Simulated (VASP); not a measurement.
**Ti6C: single point with PBE**

The system is Ti6C, a slab with vacuum.

```
CELL_PARAMETERS angstrom
4.60374 0.00000 0.00000
-2.30187 3.98696 0.00000
0.00000 0.00000 19.99682
ATOMIC_POSITIONS crystal
Ti 0.66667 0.33333 0.20003
Ti 0.33333 0.66667 0.24703
Ti 0.00000 0.00000 0.29402
Ti 0.66667 0.33333 0.33531
Ti 0.33333 0.66667 0.37177
Ti 0.00000 0.00000 0.42491
C 0.88889 0.22222 0.47384
```

| Property | Result |
| --- | --- |
| Program | VASP 6.6.1 |
| Task | single point |
| Functional | PBE |
| Potentials or basis | VASP PAW PBE potentials, release 64 (Ti_sv, C) |
| Cutoff | 520 eV |
| k mesh | 6 × 6 × 1 |
| Occupations | gaussian, width 0.1 eV |
| Spin | no spin polarisation |

```
Largest force          : 4.215 eV/Å
Band gap on the k mesh : zero (bands 38 and 39 overlap by 0.23 eV)
```

Forces on the atoms (eV/Å):
```
Ti   0.013  0.001 -0.080
Ti  -0.089  0.021  0.668
Ti   0.144 -0.071 -1.028
Ti   0.359  0.029 -0.246
Ti  -0.118 -0.455  1.144
Ti   2.825 -2.340 -0.562
C   -3.134  2.816  0.104
```

Levels at points of the mesh, in eV from the Fermi level:
```csv
k point,band 34,band 35,band 36,band 37,band 38,band 39,band 40,band 41,band 42,band 43
"(0.00, 0.00, 0.00)",-0.75,-0.60,-0.49,-0.48,-0.19,-0.07,-0.06,0.45,0.65,0.70
"(0.50, 0.00, 0.00)",-0.74,-0.44,-0.40,-0.20,-0.07,0.05,0.18,0.35,0.66,0.76
"(0.00, 0.50, 0.00)",-0.70,-0.43,-0.42,-0.17,-0.05,0.01,0.12,0.36,0.66,0.80
"(0.50, 0.50, 0.00)",-0.64,-0.44,-0.39,-0.24,-0.14,-0.02,0.06,0.26,0.44,0.70
```

Run time: 13 min on 1 thread of Intel(R) Xeon(R) 6975P-C (Granite Rapids) (shared host), peak memory 0.58 GiB.
